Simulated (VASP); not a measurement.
Write the native input for VASP 6.6.1 that does the following.

```
Task                   : single point
Functional             : PBE
Potentials or basis    : VASP PAW PBE potentials, release 64 (Sc_sv, Pt, Cl)
Cutoff                 : 520 eV
k mesh                 : 4 × 4 × 4
Occupations            : gaussian, width 0.1 eV
Spin                   : no spin polarisation
Dipole correction      : no
Further INCAR settings : ALGO = Normal; EDIFF = 1e-07; NBANDS = 43
```

The structure of ScPt5Cl lies in POSCAR:

```
ScPt5Cl
1.0
    4.1761277500      0.0000000000      0.0000000000
    0.0000000000      4.1761277500      0.0000000000
    0.0000000000      0.0000000000      6.8015620400
Sc Pt Cl
1 5 1
Direct
    0.0000000000      0.0000000000      0.0000000000
    0.5000000000      0.5000000000      0.0000000000
    0.0000000000      0.5000000000      0.3149046900
    0.5000000000      0.0000000000      0.3149046900
    0.0000000000      0.5000000000      0.6850953100
    0.5000000000      0.0000000000      0.6850953100
    0.0000000000      0.0000000000      0.5000000000
```

The cell was built from a structure type or drawn by symmetry, and may not be a known phase.

The input as run:

INCAR

```
SYSTEM = ScPt5Cl
  ALGO = Normal
  EDIFF = 1E-7
  ENCUT = 520
  GGA = PE
  ISIF = 2
  ISMEAR = 0
  LASPH = .True.
  LCHARG = .False.
  LREAL = .False.
  LWAVE = .False.
  NBANDS = 43
  NELM = 80
  PREC = Accurate
  SIGMA = 0.1
```

KPOINTS

```
k-points
0
Gamma
  4 4 4
  0 0 0
```

Potentials or basis: VASP PAW PBE potentials, release 64 (Sc_sv, Pt, Cl).

The run is started by

```bash
$ cat potpaw_PBE.64/Sc_sv/POTCAR potpaw_PBE.64/Pt/POTCAR potpaw_PBE.64/Cl/POTCAR > POTCAR
$ mpirun -np 1 vasp_std > vasp.out
```

Results of the run:

The pressure is 5.6 GPa and the largest force is 3.861 eV/Å. The band gap on the k mesh is zero (bands 34 and 35 overlap by 0.27 eV).

Caveat: the k points lie up to 0.38 Å⁻¹ apart; spin-orbit coupling is left out, which moves the levels of the heavy elements; forces of over 1 eV/Å act on the atoms, so gaps and moduli don't describe the material at rest.

It took 68 s on 1 thread of Intel(R) Xeon(R) 6975P-C (Granite Rapids), on a shared host, peak memory 0.27 GiB.
